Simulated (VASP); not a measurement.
# Hf (P6_3/mmc) in VASP: further runs

Hf is run at these levels: PBE, r2SCAN; tasks: single point, relaxation of shape and atoms at fixed volume.

Everything below comes from runs of VASP 6.6.1. Logs are shortened: lines on timing, memory, paths and dates and some standing lists are left out, and cuts for length are marked.

## 1. The cell of the first run

The structure is hexagonal, space group P6_3/mmc (No. 194). The conventional cell has a = 3.198 Å, b = 3.198 Å, c = 5.081 Å, α = 90.00°, β = 90.00°, γ = 120.00°. Hf (site symmetry -6m2) has 12 Hf at 3.14 to 3.20 Å within 4.1 Å.

## 2. Single point, PBE

Input file INCAR:

```
SYSTEM = Hf
PREC     = Accurate       ! precision mode
ENCUT    = 520            ! plane-wave cutoff, eV
EDIFF    = 1E-7           ! SCF threshold, eV
ISMEAR   = 0              ! smearing method
SIGMA    = 0.05           ! smearing width, eV
LREAL    = .False.        ! projectors in reciprocal space
LASPH    = .True.         ! aspherical terms in the spheres
NELM     = 80             ! most SCF steps
ALGO     = Fast           ! electronic algorithm
ISIF     = 2              ! what is computed and relaxed
LWAVE    = .False.        ! write WAVECAR
LCHARG   = .False.        ! write CHGCAR
GGA      = PE             ! functional
NBANDS   = 17             ! bands
```

Input file KPOINTS:

```
Automatic mesh
0
Gamma
  8 8 4
  0 0 0
```

Input file POSCAR:

```
Hf
1.0
    3.1979231371      0.0000000000      0.0000000000
   -1.5989615686      2.7694826761      0.0000000000
    0.0000000000      0.0000000000      5.0809899340
Hf
2
Direct
    0.3333333333      0.6666666667      0.7500000000
    0.6666666667      0.3333333333      0.2500000000
```

Potentials or basis: VASP PAW PBE potentials, release 64 (Hf_pv).

Run with:

```bash
cat potpaw_PBE.64/Hf_pv/POTCAR > POTCAR
mpirun -np 1 vasp_std > vasp.out
```

OUTCAR:

```text
SYSTEM = Hf
   PREC = Accurate
   ENCUT = 520
   EDIFF = 1E-7
   ISMEAR = 0
   LREAL = .False.
   LASPH = .True.
   NELM = 80
   ISIF = 2
   GGA = PE

 ion  position               nearest neighbor table
   1  0.333  0.667  0.750-   2 3.14   2 3.14   2 3.14   2 3.14   2 3.14   2 3.14
   2  0.667  0.333  0.250-   1 3.14   1 3.14   1 3.14   1 3.14   1 3.14   1 3.14

  LATTYP: Found a hexagonal cell.
 ALAT       =     3.1979231371
 C/A-ratio  =     1.5888405431

  Lattice vectors:

 A1 = (   3.1979231371,   0.0000000000,   0.0000000000)
 A2 = (  -1.5989615686,   2.7694826761,   0.0000000000)
 A3 = (   0.0000000000,   0.0000000000,   5.0809899340)

Analysis of symmetry for initial positions (statically):
=====================================================================
 Subroutine PRICEL returns:
 Original cell was already a primitive cell.

 Routine SETGRP: Setting up the symmetry group for a
 hexagonal supercell.

 Subroutine GETGRP returns: Found 24 space group operations
 (whereof 12 operations were pure point group operations)
 out of a pool of 24 trial point group operations.

The static configuration has the point symmetry D_3d.
 The point group associated with its full space group is D_6h.

Analysis of symmetry for dynamics (positions and initial velocities):
=====================================================================
 Subroutine PRICEL returns:
 Original cell was already a primitive cell.

 Routine SETGRP: Setting up the symmetry group for a
 hexagonal supercell.

 Subroutine GETGRP returns: Found 24 space group operations
 (whereof 12 operations were pure point group operations)
 out of a pool of 24 trial point group operations.

The dynamic configuration has the point symmetry D_3d.
 The point group associated with its full space group is D_6h.

 Subroutine INISYM returns: Found 24 space group operations
 (whereof 12 operations are pure point group operations),
 and found     1 'primitive' translations

----------------------------------------------------------------------------------------

                                     Primitive cell

  volume of cell :      45.0003

  direct lattice vectors                    reciprocal lattice vectors
     3.197923137  0.000000000  0.000000000     0.312702950  0.180539133  0.000000000
    -1.598961569  2.769482676  0.000000000     0.000000000  0.361078265  0.000000000
     0.000000000  0.000000000  5.080989934     0.000000000  0.000000000  0.196812041

  length of vectors
     3.197923137  3.197923137  5.080989934     0.361078265  0.361078265  0.196812041

  position of ions in fractional coordinates (direct lattice)
     0.333333333  0.666666667  0.750000000
     0.666666667  0.333333333  0.250000000

  ion indices of the primitive-cell ions
   primitive index   ion index
                 1           1
                 2           2

----------------------------------------------------------------------------------------

 KPOINTS: Automatic mesh

Automatic generation of k-mesh.
 Grid dimensions read from file:
 generate k-points for:    8    8    4

 Generating k-lattice:

  Cartesian coordinates                     Fractional coordinates (reciprocal lattice)
     0.039087869  0.022567392  0.000000000     0.125000000  0.000000000  0.000000000
     0.000000000  0.045134783  0.000000000     0.000000000  0.125000000  0.000000000
     0.000000000  0.000000000  0.049203010     0.000000000  0.000000000  0.250000000

  Length of vectors
     0.045134783  0.045134783  0.049203010

  Shift w.r.t. Gamma in fractional coordinates (k-lattice)
     0.000000000  0.000000000  0.000000000

 Subroutine IBZKPT returns following result:
 ===========================================

 Found     30 irreducible k-points:

 Following reciprocal coordinates:
            Coordinates               Weight
  0.000000  0.000000  0.000000      1.000000
  0.125000  0.000000  0.000000      6.000000
  0.250000  0.000000  0.000000      6.000000
  0.375000  0.000000  0.000000      6.000000
  0.500000  0.000000  0.000000      3.000000
[... 43 lines left out ...]
  ext. energy  EPLUGINS =         0.00000000
  ---------------------------------------------------
  free energy    TOTEN  =       -19.86475808 eV

  energy without entropy =      -19.86319934  energy(sigma->0) =      -19.86397871

 E-fermi :   4.9342     XC(G=0): -11.2572

 val. band max:        4.9286801461   @ k =   0.0000   0.0000   0.2500
 cond. band min:       4.9678429514   @ k =   0.3750   0.2500   0.2500
 fundamental gap:      0.0391628053
 Fermi energy:         4.9342262484

 k-point     1 :       0.0000    0.0000    0.0000
  band No.  band energies     occupation
      1     -26.1927      2.00000
      2     -25.4686      2.00000
      3     -25.4686      2.00000
      4     -25.3499      2.00000
      5     -25.3460      2.00000
      6     -25.3460      2.00000
[... 9 lines left out ...]
     16       7.5389      0.00000
     17      10.1893      0.00000

 k-point     2 :       0.1250    0.0000    0.0000
  band No.  band energies     occupation
      1     -26.1537      2.00000
      2     -25.5516      2.00000
      3     -25.4959      2.00000
      4     -25.4326      2.00000
      5     -25.3678      2.00000
      6     -25.3576      2.00000
[... 9 lines left out ...]
     16       7.2876      0.00000
     17      10.5992      0.00000

 k-point     3 :       0.2500    0.0000    0.0000
  band No.  band energies     occupation
      1     -26.0487      2.00000
      2     -25.7519      2.00000
      3     -25.6317      2.00000
      4     -25.5584      2.00000
      5     -25.4215      2.00000
      6     -25.3885      2.00000
[... 9 lines left out ...]
     16       8.4593      0.00000
     17      10.9598      0.00000

 k-point     4 :       0.3750    0.0000    0.0000
  band No.  band energies     occupation
      1     -25.9514      2.00000
      2     -25.9142      2.00000
      3     -25.8181      2.00000
      4     -25.6175      2.00000
      5     -25.5043      2.00000
      6     -25.4218      2.00000
[... 9 lines left out ...]
     16      10.0543      0.00000
     17      11.2143      0.00000
[... 343 lines left out ...]
      1     -25.8031      2.00000
      2     -25.8031      2.00000
      3     -25.4615      2.00000
      4     -25.4615      2.00000
      5     -25.4272      2.00000
      6     -25.4272      2.00000
[... 9 lines left out ...]
     16       9.5562      0.00000
     17       9.6795      0.00000

 k-point    23 :       0.2500    0.0000    0.5000
  band No.  band energies     occupation
      1     -25.8914      2.00000
      2     -25.8914      2.00000
      3     -25.5393      2.00000
      4     -25.5393      2.00000
      5     -25.4741      2.00000
      6     -25.4741      2.00000
[... 9 lines left out ...]
     16       9.5643      0.00000
     17       9.8566      0.00000

 k-point    24 :       0.3750    0.0000    0.5000
  band No.  band energies     occupation
      1     -26.0329      2.00000
      2     -26.0329      2.00000
      3     -25.5576      2.00000
      4     -25.5576      2.00000
      5     -25.5206      2.00000
      6     -25.5206      2.00000
[... 9 lines left out ...]
     16      10.2673      0.00000
     17      10.3307      0.00000

 [... further k-points ...]
[... 5 lines left out ...]
  --------------------------------------------------------------------------------------
  -------------------------------------------------------------------------------------
  Total       -0.1064608     -0.1064608     -0.1394739      0.0000000      0.0000000     -0.0000000
  in kB       -3.7904037     -3.7904037     -4.9657922      0.0000000      0.0000000     -0.0000000
  external PRESSURE =      -4.1821999 kB  Pullay stress =       0.0000000 kB

 VOLUME and BASIS-vectors are now :
 -----------------------------------------------------------------------------
  energy-cutoff  :      520.00
  volume of cell :       45.00
      direct lattice vectors                 reciprocal lattice vectors
     3.197923137  0.000000000  0.000000000     0.312702950  0.180539133  0.000000000
    -1.598961569  2.769482676  0.000000000     0.000000000  0.361078265  0.000000000
     0.000000000  0.000000000  5.080989934     0.000000000  0.000000000  0.196812041

 POSITION                                       TOTAL-FORCE (eV/Angst)
 -----------------------------------------------------------------------------------
     -0.00000      1.84632      3.81074        -0.000000      0.000000      0.000000
      1.59896      0.92316      1.27025         0.000000     -0.000000      0.000000
 -----------------------------------------------------------------------------------
    total drift:                               -0.000000      0.000000     -0.000000

  FREE ENERGIE OF THE ION-ELECTRON SYSTEM (eV)
  ---------------------------------------------------
  free  energy   TOTEN  =       -19.8647580758 eV

  energy  without entropy=      -19.8631993421  energy(sigma->0) =      -19.86397871
```

Run time: 18 s. Hardware: 1 thread of Intel Xeon Platinum 8488C (Sapphire Rapids), shared host; peak memory 0.15 GiB.

Results:

```yaml
Free_energy: -19.8648 eV
Pressure: -0.4 GPa
Band_gap_on_the_k_mesh: zero (band 10 reaches 6.07 eV, above the bottom of band 11 at 4.62 eV)
```

Stress tensor (GPa, compression positive):
```
-0.38  0.00  0.00
 0.00 -0.38  0.00
 0.00  0.00 -0.50
```

Caveat: spin-orbit coupling is left out, which moves the levels of the heavy elements.

## 3. Relaxation of shape and atoms at fixed volume, r2SCAN

This run uses another cell than the first one, of 22.39 Å³/atom, 0.995 times its volume.

Input file POSCAR:

```
Hf
1.0
    3.2003195169      0.0000000000      0.0000000000
   -1.6001597585      2.7715580019      0.0000000000
    0.0000000000      0.0000000000      5.0493291639
Hf
2
Direct
    0.3333333333      0.6666666667      0.7500000000
    0.6666666667      0.3333333333      0.2500000000
```

Input file INCAR.step1:

```
SYSTEM = Hf
  ALGO = Normal
  EDIFF = 1E-4
  ENCUT = 600
  GGA = PE
  ISMEAR = 0
  LASPH = .TRUE.
  LCHARG = .FALSE.
  LREAL = .FALSE.
  LWAVE = .TRUE.
  NELM = 60
  PREC = Accurate
  SIGMA = 0.05
```

Input file INCAR.step2:

```
SYSTEM = Hf
  ALGO = Normal
  EDIFF = 1E-7
  EDIFFG = -0.01
  ENCUT = 600
  IBRION = 2
  ISIF = 4
  ISMEAR = 0
  ISTART = 1
  LASPH = .TRUE.
  LCHARG = .FALSE.
  LMIXTAU = .TRUE.
  LREAL = .FALSE.
  LWAVE = .FALSE.
  METAGGA = R2SCAN
  NELM = 60
  NSW = 60
  PREC = Accurate
  SIGMA = 0.05
```

Input file KPOINTS:

```
k-points
0
G
  16 16 8
  0 0 0
```

Potentials or basis: VASP PAW PBE potentials, release 64 (Hf_pv).

Run with:

```bash
cat potpaw_PBE.64/Hf_pv/POTCAR > POTCAR
cp INCAR.step1 INCAR
mpirun -np 1 vasp_std > vasp.out
cp INCAR.step2 INCAR
mpirun -np 1 vasp_std > vasp.out
```

Run time: 8.6 min. Hardware: 1 thread of Intel Xeon Platinum 8488C (Sapphire Rapids), shared host; peak memory 0.25 GiB.

It converged, with:

* Free energy: -90.3045 eV
* Energy gained by relaxing: 0.0 meV/atom
* Ionic steps: 2
* Pressure after relaxing: -0.8 GPa
* Band gap on the k mesh: zero (band 10 reaches 6.15 eV, above the bottom of band 11 at 4.41 eV)

Final structure:
```yaml
crystal:
  lattice:
    - [3.20129, 0.00000, 0.00000]
    - [-1.60064, 2.77240, 0.00000]
    - [0.00000, 0.00000, 5.04627]
  atoms:
    - { symbol: Hf, position: [0.33333, 0.66667, 0.75000] }
    - { symbol: Hf, position: [0.66667, 0.33333, 0.25000] }
```

Levels at points of the mesh, in eV from the Fermi level:
```csv
k point,band 6,band 7,band 8,band 9,band 10,band 11,band 12,band 13,band 14
"(0.00, 0.00, 0.00)",-31.37,-7.77,-3.85,0.41,1.31,1.31,1.65,2.19,2.19
"(0.50, 0.00, 0.00)",-31.46,-3.52,-2.86,-2.33,-1.05,0.92,0.94,1.82,6.16
"(0.00, 0.00, 0.50)",-31.44,-5.70,-5.70,0.15,0.15,1.20,1.20,1.20,1.20
"(0.50, 0.00, 0.50)",-31.58,-3.54,-3.54,-1.03,-1.03,1.06,1.06,2.85,2.85
```

Caveat: the PAW data sets were made with another functional, which shifts forces and pressure a little; spin-orbit coupling is left out, which moves the levels of the heavy elements.

## 4. Relaxation of shape and atoms at fixed volume, r2SCAN

This run uses another cell than the first one, of 22.36 Å³/atom, 0.994 times its volume.

Input file POSCAR:

```
Hf
1.0
    3.1984882079      0.0000000000      0.0000000000
   -1.5992441040      2.7699720418      0.0000000000
    0.0000000000      0.0000000000      5.0464398018
Hf
2
Direct
    0.3333333333      0.6666666667      0.7500000000
    0.6666666667      0.3333333333      0.2500000000
```

Input file INCAR.step1:

```
SYSTEM = Hf
  PREC = Accurate
  ENCUT = 600
  ISMEAR = 0
  SIGMA = 0.05
  LREAL = .FALSE.
  LASPH = .TRUE.
  NELM = 60
  GGA = PE
  ALGO = Normal
  EDIFF = 1E-4
  LWAVE = .TRUE.
  LCHARG = .FALSE.
```

Input file INCAR.step2:

```
SYSTEM = Hf
  PREC = Accurate
  ENCUT = 600
  EDIFF = 1E-6
  ISMEAR = 0
  SIGMA = 0.05
  LREAL = .FALSE.
  LASPH = .TRUE.
  NELM = 60
  ALGO = Normal
  ISIF = 4
  LWAVE = .FALSE.
  LCHARG = .FALSE.
  METAGGA = R2SCAN
  LMIXTAU = .TRUE.
  IBRION = 2
  NSW = 60
  EDIFFG = -0.01
  ISTART = 1
```

Input file KPOINTS:

```
Automatic mesh
0
G
  16 16 8
  0 0 0
```

Run with:

```bash
cat potpaw_PBE.64/Hf_pv/POTCAR > POTCAR
cp INCAR.step1 INCAR
mpirun -np 1 vasp_std > vasp.out
cp INCAR.step2 INCAR
mpirun -np 1 vasp_std > vasp.out
```

Run time: 8.2 min. Hardware: 1 thread of Intel Xeon Platinum 8259CL at 2.50GHz (Skylake/Cascade Lake), shared host; peak memory 0.26 GiB.

The run converged. Its results:

```yaml
Free_energy: -90.3048 eV
Energy_gained_by_relaxing: 0.0 meV/atom
Ionic_steps: 2
Pressure_after_relaxing: -0.6 GPa
Band_gap_on_the_k_mesh: zero (band 10 reaches 6.16 eV, above the bottom of band 11 at 4.42 eV)
```

Final structure:
```cif
data_structure
_symmetry_space_group_name_H-M 'P 1'
_symmetry_Int_Tables_number 1
_cell_length_a 3.1995
_cell_length_b 3.1995
_cell_length_c 5.0433
_cell_angle_alpha 90.000
_cell_angle_beta 90.000
_cell_angle_gamma 120.000
_cell_volume 44.71
loop_
_atom_site_label
_atom_site_type_symbol
_atom_site_fract_x
_atom_site_fract_y
_atom_site_fract_z
_atom_site_occupancy
Hf1 Hf 0.33333 0.66667 0.75000 1
Hf2 Hf 0.66667 0.33333 0.25000 1
```

Levels at points of the mesh, in eV from the Fermi level:
| k point | band 8 | band 9 | band 10 | band 11 | band 12 | band 13 |
| --- | --- | --- | --- | --- | --- | --- |
| (0.00, 0.00, 0.00) | -3.86 | 0.42 | 1.31 | 1.31 | 1.65 | 2.19 |
| (0.50, 0.00, 0.00) | -2.87 | -2.34 | -1.05 | 0.93 | 0.94 | 1.82 |
| (0.00, 0.00, 0.50) | -5.70 | 0.15 | 0.15 | 1.20 | 1.20 | 1.20 |
| (0.50, 0.00, 0.50) | -3.54 | -1.03 | -1.03 | 1.06 | 1.06 | 2.85 |

Caveat: the PAW data sets were made with another functional, which shifts forces and pressure a little; spin-orbit coupling is left out, which moves the levels of the heavy elements.

## 5. Relaxation of shape and atoms at fixed volume, r2SCAN

Input file POSCAR:

```
Hf
1.0
    3.1979231317      0.0000000000      0.0000000000
   -1.5989615659      2.7694826714      0.0000000000
    0.0000000000      0.0000000000      5.0809899436
Hf
2
Direct
    0.3333333333      0.6666666667      0.7500000000
    0.6666666667      0.3333333333      0.2500000000
```

Input file INCAR.step1:

```
SYSTEM = Hf
PREC = Accurate ; ENCUT = 600
ISMEAR = 0 ; SIGMA = 0.05
LREAL = .FALSE. ; LASPH = .TRUE.
NELM = 60 ; GGA = PE
ALGO = Normal ; EDIFF = 1E-4
LWAVE = .TRUE. ; LCHARG = .FALSE.
```

Input file INCAR.step2:

```
SYSTEM = Hf
PREC = Accurate ; ENCUT = 600
EDIFF = 1E-6 ; ISMEAR = 0
SIGMA = 0.05 ; LREAL = .FALSE.
LASPH = .TRUE. ; NELM = 60
ALGO = Normal ; ISIF = 4
LWAVE = .FALSE. ; LCHARG = .FALSE.
METAGGA = R2SCAN ; LMIXTAU = .TRUE.
IBRION = 2 ; NSW = 60
EDIFFG = -0.02 ; ISTART = 1
```

KPOINTS is that of step 4.

Run with:

```bash
cat potpaw_PBE.64/Hf_pv/POTCAR > POTCAR
cp INCAR.step1 INCAR
mpirun -np 1 vasp_std > vasp.out
cp INCAR.step2 INCAR
mpirun -np 1 vasp_std > vasp.out
```

Run time: 9.9 min. Hardware: 1 thread of Intel Xeon Platinum 8259CL at 2.50GHz (Skylake/Cascade Lake), shared host; peak memory 0.27 GiB.

It converged, with:

```yaml
Free_energy: -90.3031 eV
Energy_gained_by_relaxing: 0.4 meV/atom
Ionic_steps: 2
Pressure_after_relaxing: -1.3 GPa
Band_gap_on_the_k_mesh: zero (band 10 reaches 6.12 eV, above the bottom of band 11 at 4.38 eV)
```

Stress tensor (GPa, compression positive):
```
-1.27  0.00  0.00
 0.00 -1.27  0.00
 0.00  0.00 -1.39
```

Step by step:
| step | energy change (eV) | largest force (eV/Å) | pressure (GPa) | volume (Å³) |
| --- | --- | --- | --- | --- |
| 1 | 0.0000 | 0.0000 | -1.29 | 45.00 |
| 2 | -0.0008 | 0.0000 | -1.31 | 45.00 |

Final structure:
```xyz
2
Lattice="3.2054 0.0000 0.0000 -1.6027 2.7760 0.0000 0.0000 0.0000 5.0573" Properties=species:S:1:pos:R:3 pbc="T T T"
Hf    0.0000    1.8506    3.7930
Hf    1.6027    0.9253    1.2643
```

Levels at points of the mesh, in eV from the Fermi level:
```
           k point  band 6  band 7  band 8  band 9  band 10  band 11  band 12  band 13  band 14
(0.00, 0.00, 0.00)  -31.39   -7.75   -3.84    0.39     1.31     1.31     1.64     2.18     2.18
(0.50, 0.00, 0.00)  -31.48   -3.51   -2.84   -2.32    -1.05     0.91     0.94     1.80     6.13
(0.00, 0.00, 0.50)  -31.46   -5.69   -5.69    0.15     0.15     1.20     1.20     1.20     1.20
(0.50, 0.00, 0.50)  -31.59   -3.52   -3.52   -1.02    -1.02     1.04     1.04     2.84     2.84
```

Caveat: the PAW data sets were made with another functional, which shifts forces and pressure a little; spin-orbit coupling is left out, which moves the levels of the heavy elements.

## 6. Summary

```tsv
task	level	cell	k mesh	cutoff (eV)	gap on the mesh (eV)	pressure (GPa)
single point	PBE	a = 3.198, b = 3.198, c = 5.081 Å, angles 90.0, 90.0, 120.0°, 2 atoms	8 × 8 × 4	520	none	-0.4
relaxation of shape and atoms at fixed volume	r2SCAN	relaxed from a = 3.200, b = 3.200, c = 5.049 Å, angles 90.0, 90.0, 120.0°, 2 atoms	16 × 16 × 8	600	none	-0.8
relaxation of shape and atoms at fixed volume	r2SCAN	relaxed from a = 3.198, b = 3.198, c = 5.046 Å, angles 90.0, 90.0, 120.0°, 2 atoms	16 × 16 × 8	600	none	-0.6
relaxation of shape and atoms at fixed volume	r2SCAN	relaxed from a = 3.198, b = 3.198, c = 5.081 Å, angles 90.0, 90.0, 120.0°, 2 atoms	16 × 16 × 8	600	none	-1.3
```

Alike in all rows: potentials or basis VASP PAW PBE potentials, release 64 (Hf_pv); no spin polarisation; smearing gaussian 0.05 eV.

Caveats: spin-orbit coupling is left out, which moves the levels of the heavy elements; the PAW data sets were made with another functional, which shifts forces and pressure a little (some runs).

Absolute energies hang on the potentials; compare differences alone.
